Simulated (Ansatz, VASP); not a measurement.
**ZnS: VASP beside Ansatz**

```
Zn S
1.0
     0.00000    2.58066    2.58066
     2.58066    0.00000    2.58066
     2.58066    2.58066    0.00000
Zn S
1 1
Direct
  0.00000 0.00000 0.00000
  0.50000 0.50000 0.50000
```

Alike in both runs: task single point; functional r2SCAN; k mesh 8 × 8 × 8; occupations fermi-dirac, width 0.02 eV; no spin polarisation.

|  | VASP | Ansatz |
| --- | --- | --- |
| version | VASP 6.6.1 | Ansatz 0.2.0 |
| potentials or method | VASP PAW PBE potentials, release 64 (Zn, S) | plane waves, PAW |
| plane-wave cutoff (eV) | 520 | 500 |
| valence electrons in the cell | 18 | 18 |

|  | VASP | Ansatz | Ansatz less VASP |
| --- | --- | --- | --- |
| pressure (GPa) | -4.9 | -5.0 | -0.08 |

VASP's potentials were made for PBE, not for r2SCAN.
